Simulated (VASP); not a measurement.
# CoO (Fm-3m) in VASP: notebook, part 2 of 3

VASP 6.6.1. Earlier steps stand in the parts before.

## 3. Single point, PBEsol+D4, collinear spin, ferromagnetic start

This run uses another cell than the first one, of 9.49 Å³/atom, 1.021 times its volume.

The input, INCAR:

```
PREC = Accurate
ENCUT = 520
EDIFF = 1E-7
ISMEAR = -1
SIGMA = 0.05
LREAL = F
LASPH = T
NELM = 150
ALGO = Normal
ISIF = 2
LWAVE = F
LCHARG = F
ISPIN = 2
MAGMOM = 2 0
LORBIT = 11
LMAXMIX = 4
GGA = PS
IVDW = 13
NBANDS = 18
```

The input, KPOINTS:

```
regular mesh
0
Gamma
  11 11 11
```

The input, POSCAR:

```
CoO
1.0
    0.0000000000      2.1171941998      2.1171941998
    2.1171941998      0.0000000000      2.1171941998
    2.1171941998      2.1171941998      0.0000000000
Co O
1 1
Direct
    0.0000000000      0.0000000000      0.0000000000
    0.5000000000      0.5000000000      0.5000000000
```

Potentials or basis: VASP PAW PBE potentials, release 64 (Co, O).

Launch:

```console
> cat potpaw_PBE.64/Co/POTCAR potpaw_PBE.64/O/POTCAR > POTCAR
> mpirun -np 1 vasp_std > vasp.out
```

OUTCAR:

```text
PREC = Accurate
   ENCUT = 520
   EDIFF = 1E-7
   ISMEAR = -1
   LREAL = F
   LASPH = T
   NELM = 150
   ISIF = 2
   ISPIN = 2
   LORBIT = 11
   GGA = PS
   IVDW = 13

 ion  position               nearest neighbor table
   1  0.000  0.000  0.000-   2 2.12   2 2.12   2 2.12   2 2.12   2 2.12   2 2.12
   2  0.500  0.500  0.500-   1 2.12   1 2.12   1 2.12   1 2.12   1 2.12   1 2.12

  LATTYP: Found a face centered cubic cell.
 ALAT       =     4.2343883996

  Lattice vectors:

 A1 = (   0.0000000000,   2.1171941998,   2.1171941998)
 A2 = (   2.1171941998,   0.0000000000,   2.1171941998)
 A3 = (   2.1171941998,   2.1171941998,   0.0000000000)

Analysis of symmetry for initial positions (statically):
[... 25 lines left out ...]
The dynamic configuration has the point symmetry O_h .

Analysis of structural, dynamic, and magnetic symmetry:
=====================================================================
 Subroutine PRICEL returns:
[... 7 lines left out ...]
 out of a pool of 48 trial point group operations.

The overall configuration has the point symmetry O_h .

 Subroutine INISYM returns: Found 48 space group operations
[... 5 lines left out ...]
                                     Primitive cell

  volume of cell :      18.9807

  direct lattice vectors                    reciprocal lattice vectors
     0.000000000  2.117194200  2.117194200    -0.236161614  0.236161614  0.236161614
     2.117194200  0.000000000  2.117194200     0.236161614 -0.236161614  0.236161614
     2.117194200  2.117194200  0.000000000     0.236161614  0.236161614 -0.236161614

  length of vectors
     2.994164752  2.994164752  2.994164752     0.409043915  0.409043915  0.409043915

  position of ions in fractional coordinates (direct lattice)
     0.000000000  0.000000000  0.000000000
     0.500000000  0.500000000  0.500000000

  ion indices of the primitive-cell ions
   primitive index   ion index
                 1           1
                 2           2

----------------------------------------------------------------------------------------

 KPOINTS: regular mesh

Automatic generation of k-mesh.
 Grid dimensions read from file:
 generate k-points for:   11   11   11

 Generating k-lattice:

  Cartesian coordinates                     Fractional coordinates (reciprocal lattice)
    -0.021469238  0.021469238  0.021469238     0.090909091  0.000000000  0.000000000
     0.021469238 -0.021469238  0.021469238     0.000000000  0.090909091  0.000000000
     0.021469238  0.021469238 -0.021469238     0.000000000  0.000000000  0.090909091

  Length of vectors
     0.037185810  0.037185810  0.037185810

  Shift w.r.t. Gamma in fractional coordinates (k-lattice)
     0.000000000  0.000000000  0.000000000

 Subroutine IBZKPT returns following result:
 ===========================================

 Found     56 irreducible k-points:

 Following reciprocal coordinates:
            Coordinates               Weight
  0.000000  0.000000  0.000000      1.000000
  0.090909  0.000000  0.000000      8.000000
  0.181818  0.000000  0.000000      8.000000
  0.272727  0.000000  0.000000      8.000000
  0.363636  0.000000  0.000000      8.000000
  0.454545  0.000000  0.000000      8.000000
[... 16 lines left out ...]
 -0.272727  0.181818  0.000000     24.000000
 -0.181818  0.181818  0.000000     12.000000
 [... further k-points ...]
   k-points           NKPTS =     56   k-points in BZ     NKDIM =     56   number of bands    NBANDS=     18
   number of dos      NEDOS =    301   number of ions     NIONS =      2
   total plane-waves  NPLWV =  13824
   dimension x,y,z NGX =    24 NGY =   24 NGZ =   24
   dimension x,y,z NGXF=    48 NGYF=   48 NGZF=   48
   ions per type =               1   1
   NGX,Y,Z   is equivalent  to a cutoff of  13.33, 13.33, 13.33 a.u.
   NGXF,Y,Z  is equivalent  to a cutoff of  26.65, 26.65, 26.65 a.u.
 SYSTEM =  unknown system
   PREC   = accura    normal or accurate (medium, high low for compatibility)
   ISTART =      0    job   : 0-new  1-cont  2-samecut
   ICHARG =      2    charge: 1-file 2-atom 10-const
   ISPIN  =      2    spin polarized calculation?
   LNONCOLLINEAR =      F non collinear calculations
   LSORBIT =      F    spin-orbit coupling
   LASPH  =      T    aspherical Exc in radial PAW
   ENCUT  =  520.0 eV  38.22 Ry    6.18 a.u.   5.57  5.57  5.57*2*pi/ulx,y,z
   NELM   =    150;   NELMIN=  2; NELMDL= -5     # of ELM steps
   EDIFF  = 0.1E-06   stopping-criterion for ELM
   LREAL  =      F    real-space projection
   EDIFFG = 0.1E-05   stopping-criterion for IOM
   NSW    =      0    number of steps for IOM
   IBRION =     -1    ionic relax: 0-MD 1-quasi-New 2-CG
   NFREE  =      0    steps in history (QN), initial steepest desc. (CG)
   ISIF   =      2    stress and relaxation
   ISYM   =      2    0-nonsym 1-usesym 2-fastsym
   POTIM  = 0.5000    time-step for ionic-motion
   TEBEG  =    0.0;   TEEND  =   0.0 temperature during run
   PSTRESS=    0.0 pullay stress
   NELECT =      15.0000    total number of electrons
   NUPDOWN=      -1.0000    fix difference up-down
   EMIN   =  10.00;   EMAX   =-10.00  energy-range for DOS
   EFERMI =   0.00;   METHOD = LEGACY
   ISMEAR =    -1;   SIGMA  =   0.05  broadening in eV -4-tet -1-fermi 0-gaus
   EFERMI_NEDOS =   21; number of points for ismear=-14 and -15
   IALGO  =     38    algorithm
   IMIX   =      4    mixing-type and parameters
     AMIX     =   0.40;   BMIX     =  1.00
     AMIX_MAG =   1.60;   BMIX_MAG =  1.00
  volume/ion in A,a.u.               =       9.49        64.04
  Fermi-wavevector in a.u.,A,eV,Ry     =   1.513566  2.860224 31.169322  2.290881
  Thomas-Fermi vector in A             =   2.623340
   LORBIT       =     11    0 simple, 1 ext, 2 COOP (PROOUT), +10 PAW based schemes
   GGA     = PS    functional components
   LHFCALC =     F    Hartree Fock is set to
   AEXX    =    0.0000 exact exchange contribution
   IVDW    =    13    specifies the selected vdW correction
   LEPSILON=     F    determine dielectric tensor
   LRPA    =     F    only Hartree local field effects (RPA)
 spin polarized calculation
  energy-cutoff  :      520.00
  volume of cell :       18.98
 maximum number of plane-waves:       532
   NGX = 11   NGY = 11   NGZ = 11

 number of electron      15.0000003 magnetization       2.8895406

 Free energy of the ion-electron system (eV)
  ---------------------------------------------------
  ext. energy  EPLUGINS =         0.00000000
  ---------------------------------------------------
  free energy    TOTEN  =       -13.98169000 eV

  energy without entropy =      -13.94907228  energy(sigma->0) =      -13.96538114

 E-fermi :   8.0770     XC(G=0): -12.7644

 val. band max:        8.0663734538   @ k =  -0.1818   0.2727   0.0909
 cond. band min:       8.0828831707   @ k =  -0.2727   0.1818   0.0000
 fundamental gap:      0.0165097169
 Fermi energy:         8.0770200235

 spin component 1

 k-point     1 :       0.0000    0.0000    0.0000
  band No.  band energies     occupation
      1     -12.3182      1.00000
      2       4.7746      1.00000
      3       4.7746      1.00000
      4       4.7746      1.00000
      5       4.7936      1.00000
      6       4.7937      1.00000
[... 481 lines left out ...]
      5       5.2701      1.00000
      6       5.3338      1.00000
[... 10 lines left out ...]
     17      35.9353      0.00000
     18      37.6951      0.00000

 [... further k-points ...]

 spin component 2

 k-point     1 :       0.0000    0.0000    0.0000
  band No.  band energies     occupation
      1     -11.7936      1.00000
      2       5.3703      1.00000
      3       5.3703      1.00000
      4       5.3703      1.00000
      5       6.9323      1.00000
      6       6.9323      1.00000
[... 481 lines left out ...]
      5       7.3566      1.00000
      6       7.7973      0.99630
[... 10 lines left out ...]
     17      36.5624      0.00000
     18      38.2944      0.00000

 [... further k-points ...]

------------------------ aborting loop because EDIFF is reached ----------------------------------------

  DFT-D4 for vdW energy calculation

  Edisp (eV):   -0.31918

  FORCE on cell =-STRESS in cart. coord.  units (eV):
  Direction    XX          YY          ZZ          XY          YZ          ZX
  --------------------------------------------------------------------------------------
  -------------------------------------------------------------------------------------
  Total      -1.20914    -1.20914    -1.20914     0.00000     0.00000     0.00000
  in kB    -102.06447  -102.06447  -102.06447     0.00000     0.00000     0.00000
  external pressure =     -102.06 kB  Pullay stress =        0.00 kB

 VOLUME and BASIS-vectors are now :
 -----------------------------------------------------------------------------
  energy-cutoff  :      520.00
  volume of cell :       18.98
      direct lattice vectors                 reciprocal lattice vectors
     0.000000000  2.117194200  2.117194200    -0.236161614  0.236161614  0.236161614
     2.117194200  0.000000000  2.117194200     0.236161614 -0.236161614  0.236161614
     2.117194200  2.117194200  0.000000000     0.236161614  0.236161614 -0.236161614

 POSITION                                       TOTAL-FORCE (eV/Angst)
 -----------------------------------------------------------------------------------
      0.00000      0.00000      0.00000        -0.000000      0.000000      0.000000
      2.11719      2.11719      2.11719         0.000000     -0.000000      0.000000
 -----------------------------------------------------------------------------------
    total drift:                                0.000000     -0.000000     -0.000000

  FREE ENERGIE OF THE ION-ELECTRON SYSTEM (eV)
  ---------------------------------------------------
  free  energy   TOTEN  =       -14.3008680904 eV

  energy  without entropy=      -14.2682503736  energy(sigma->0) =      -14.28455923

 total charge

# of ion       s       p       d       tot
------------------------------------------
    1        0.302   0.373   7.159   7.834
    2        1.551   3.407   0.000   4.957
--------------------------------------------------
tot          1.853   3.780   7.159  12.792

 magnetization (x)

# of ion       s       p       d       tot
------------------------------------------
    1        0.020   0.018   2.494   2.532
    2        0.030   0.276   0.000   0.306
--------------------------------------------------
tot          0.050   0.294   2.494   2.838
```

OSZICAR:

```text
N       E                     dE             d eps       ncg     rms          rms(c)
DAV:   1     0.744546145422E+02    0.74455E+02   -0.66187E+03  4218   0.962E+02
DAV:   2    -0.117062942617E+02   -0.86161E+02   -0.74481E+02  4310   0.220E+02
DAV:   3    -0.162402391048E+02   -0.45339E+01   -0.43764E+01  4722   0.536E+01
DAV:   4    -0.162870322878E+02   -0.46793E-01   -0.46747E-01  4970   0.516E+00
DAV:   5    -0.162881310235E+02   -0.10987E-02   -0.10986E-02  5036   0.778E-01    0.162E+01
DAV:   6    -0.153230466517E+02    0.96508E+00   -0.16130E+01  5054   0.608E+01    0.194E+01
DAV:   7    -0.140813492673E+02    0.12417E+01   -0.68520E+00  4964   0.465E+01    0.799E+00
DAV:   8    -0.139985773839E+02    0.82772E-01   -0.35391E-01  5742   0.921E+00    0.420E+00
DAV:   9    -0.139891042079E+02    0.94732E-02   -0.21867E-01  5906   0.784E+00    0.280E+00
DAV:  10    -0.139867468901E+02    0.23573E-02   -0.50990E-02  5934   0.414E+00    0.108E+00
DAV:  11    -0.139818161548E+02    0.49307E-02   -0.39182E-02  5736   0.325E+00    0.363E-01
DAV:  12    -0.139817328576E+02    0.83297E-04   -0.34411E-03  5238   0.663E-01    0.978E-02
DAV:  13    -0.139817068235E+02    0.26034E-04   -0.19441E-04  4824   0.112E-01    0.784E-02
DAV:  14    -0.139816891138E+02    0.17710E-04   -0.42917E-05  6116   0.853E-02    0.166E-02
DAV:  15    -0.139816898884E+02   -0.77466E-06   -0.35297E-06  5334   0.186E-02    0.139E-02
DAV:  16    -0.139816898543E+02    0.34140E-07   -0.37690E-06  5782   0.315E-02    0.274E-03
DAV:  17    -0.139816900028E+02   -0.14847E-06   -0.33700E-07  4388   0.473E-03    0.168E-03
DAV:  18    -0.139816899963E+02    0.64406E-08   -0.18788E-08  2272   0.169E-03
   1 F= -.14300868E+02 E0= -.14284559E+02  d E =-.326177E-01  mag=     2.8895
```

stdout:

```text
POSCAR found type information on POSCAR CoO
 POSCAR found :  2 types and       2 ions
 scaLAPACK will be used
 -----------------------------------------------------------------------------
|                                                                             |
|                                                                             |
|     You enforced a specific xc type in the INCAR file but a different       |
|     I HOPE YOU KNOW WHAT YOU ARE DOING!                                     |
|                                                                             |
 -----------------------------------------------------------------------------

 LDA part: xc-table for (Slater+PW92), standard interpolation
 POSCAR, INCAR and KPOINTS ok, starting setup
 FFT: planning ... GRIDC
 FFT: planning ... GRID_SOFT
 FFT: planning ... GRID
 WAVECAR not read
 entering main loop
```

Run time: 34 s. Hardware: 1 thread of Intel Xeon Platinum 8259CL at 2.50GHz (Skylake/Cascade Lake), shared host; peak memory 0.17 GiB.

Results:

```
Free energy                                           : -14.3009 eV
Pressure                                              : -10.2 GPa
Net moment                                            : 2.89 μB per cell
Site moments                                          : Co +2.53; O +0.31 μB
Valence electrons inside the program's atomic spheres : Co 7.83; O 4.96
Dispersion energy per atom                            : -0.160 eV
```

Levels at points of the mesh, in eV from the Fermi level:
Spin up:
| k point | band 6 | band 7 | band 8 | band 9 | band 10 | band 11 | band 12 | band 13 |
| --- | --- | --- | --- | --- | --- | --- | --- | --- |
| (0.00, 0.00, 0.00) | -3.28 | -3.15 | -3.15 | -3.15 | 0.94 | 16.62 | 18.05 | 18.05 |
Spin down:
```
           k point  band 3  band 4  band 5  band 6  band 7  band 8  band 9  band 10
(0.00, 0.00, 0.00)   -2.71   -2.71   -1.14   -1.14   -1.14   -0.16   -0.16     1.49
```

Caveat: the PAW data sets were made with another functional, which shifts forces and pressure a little; a cell with one magnetic atom can't hold antiferromagnetic order, which such compounds often take; semilocal functionals often make such compounds metallic where correlation or magnetic order opens a gap, which also shifts bond lengths; pairwise dispersion overbinds metals, which lowers pressure and volume. With open d or f shells a metallic result of PBEsol can be an artefact of self-interaction; +U or a hybrid may open a gap.

[end of part 2 of 3]
